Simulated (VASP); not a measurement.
Input of a VASP 6.6.1 run:

The input INCAR:

```
  PREC = Accurate
  ENCUT = 600
  EDIFF = 1E-6
  ISMEAR = 0
  SIGMA = 0.1
  LREAL = False
  LASPH = True
  NELM = 150
  ALGO = Normal
  ISIF = 3
  LWAVE = False
  LCHARG = False
  ISPIN = 2
  MAGMOM = 0 0 0 1 1 1
  LORBIT = 11
  GGA = PE
  IBRION = 2
  NSW = 90
  EDIFFG = -0.04
```

KPOINTS

```
Automatic mesh
0
Gamma
  6 6 4
```

File POSCAR:

```
Li2SiN3
1.0
    4.0241988300      0.0000000000      0.0000000000
   -2.0120994200      3.4850584200      0.0000000000
    0.0000000000      0.0000000000      4.8985573400
Li Si N
2 1 3
Direct
    0.3333333300      0.6666666700      0.0000000000
    0.6666666700      0.3333333300      0.0000000000
    0.0000000000      0.0000000000      0.5000000000
    0.3333333300      0.6666666700      0.5000000000
    0.6666666700      0.3333333300      0.5000000000
    0.0000000000      0.0000000000      0.0000000000
```

Potentials or basis: VASP PAW PBE potentials, release 64 (Li_sv, Si, N).

Launch:

```sh
$ cat potpaw_PBE.64/Li_sv/POTCAR potpaw_PBE.64/Si/POTCAR potpaw_PBE.64/N/POTCAR > POTCAR
$ mpirun -np 1 vasp_std > vasp.out
```

Question: Estimate the relaxed volume.

Answer: 7.67 Å³/atom.

Question: What does it give for the net moment?

Answer: 0.00 μB per cell.

Final structure:
```
Li Si N
1.0
     3.73206    0.00000    0.00000
    -1.86603    3.23206    0.00000
     0.00000    0.00000    3.81691
Li Si N
2 1 3
Direct
  0.33333 0.66667 0.00000
  0.66667 0.33333 0.00000
  0.00000 0.00000 0.50000
  0.33333 0.66667 0.50000
  0.66667 0.33333 0.50000
  0.00000 0.00000 0.00000
```

Caveat: the cutoff is under 1.25 times the usual one of these potentials, so pressure, stress and relaxed cells hold a basis-set (Pulay) error; the volume moved by over 15 % at a fixed basis, so the end points are rough.
